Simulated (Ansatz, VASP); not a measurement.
SnPb3S4 in VASP and in Ansatz

Contents of INCAR:

```
SYSTEM = SnPb3S4
PREC = Accurate
ENCUT = 520
EDIFF = 1E-6
ISMEAR = 0
SIGMA = 0.01
LREAL = .False.
LASPH = .True.
NELM = 60
ALGO = Normal
ISIF = 2
LWAVE = .False.
LCHARG = .False.
GGA = PE
NBANDS = 50
```

KPOINTS

```
regular mesh
0
Gamma
  6 6 6
  0 0 0
```

POSCAR

```
SnPb3S4
1.0
    4.2531717428      2.4555698506      3.4467713903
   -4.2531717428      2.4555698506      3.4467713903
    0.0000000000     -4.9111397013      3.4467713902
Sn Pb S
1 3 4
Direct
    0.9846095229      0.9846095229      0.9846095229
    0.4973390861      0.4973390861      0.9955013261
    0.9955013261      0.4973390861      0.4973390861
    0.4973390861      0.9955013261      0.4973390861
    0.9968958754      0.9968958754      0.5321948820
    0.5321948820      0.9968958754      0.9968958754
    0.9968958754      0.5321948820      0.9968958754
    0.5000499061      0.5000499061      0.5000499061
```

Input for Ansatz:

```yaml
crystal:
  lattice:
    - [4.2531717428, 2.4555698506, 3.4467713903]
    - [-4.2531717428, 2.4555698506, 3.4467713903]
    - [0.0, -4.9111397013, 3.4467713902]
  atoms:
    - { symbol: Sn, position: [0.9846095229, 0.9846095229, 0.9846095229] }
    - { symbol: Pb, position: [0.4973390861, 0.4973390861, 0.9955013261] }
    - { symbol: Pb, position: [0.9955013261, 0.4973390861, 0.4973390861] }
    - { symbol: Pb, position: [0.4973390861, 0.9955013261, 0.4973390861] }
    - { symbol: S, position: [0.9968958754, 0.9968958754, 0.532194882] }
    - { symbol: S, position: [0.532194882, 0.9968958754, 0.9968958754] }
    - { symbol: S, position: [0.9968958754, 0.532194882, 0.9968958754] }
    - { symbol: S, position: [0.5000499061, 0.5000499061, 0.5000499061] }
basis:
  ecutwfc: 420
kpoints:
  mp_grid: { grid: [6, 6, 6] }
  band_path:
    path:
      - [[0.0, 0.0, 0.0], [0.5, 0.0, 0.0], [0.5, -0.5, 0.5], [0.49504094, -0.50495906, 0.49504094]]
      - [[0.49504094, 0.49504094, 0.49504094], [0.0, 0.0, 0.0], [0.5, -0.5, 0.0]]
    npoints: 14
hamiltonian:
  xc: pbe
scf:
  occupations: { method: gaussian, width: 0.01 }
  n_extra_bands: 20
output:
  forces: true
  stress: true
  eigenvalues: true
  populations: true
  dos: { projected: true, de: 0.02, nscf_kmesh: { grid: [8, 8, 8] } }
  bader: true
```

Alike in both runs: task single point; functional PBE; k mesh 6 × 6 × 6; occupations gaussian, width 0.01 eV; no spin polarisation.

|  | VASP | Ansatz |
| --- | --- | --- |
| version | VASP 6.6.1 | Ansatz 0.2.0 |
| potentials or method | VASP PAW PBE potentials, release 64 (Sn_d, Pb_d, S), cutoff 520 eV | scalar-relativistic, plane waves, PAW |
| valence electrons in the cell | 80 | 80 |

```csv
,VASP,Ansatz,Ansatz less VASP
gap on the k mesh at the Fermi level (eV),0.18,0.17,-0.007
least direct gap on the mesh (eV),0.18,0.17,-0.007
pressure (GPa),-0.1,0.0,+0.06
```

The functional is the same, so the differences come from potentials, cutoffs and numerics.

Spin-orbit coupling is off throughout.
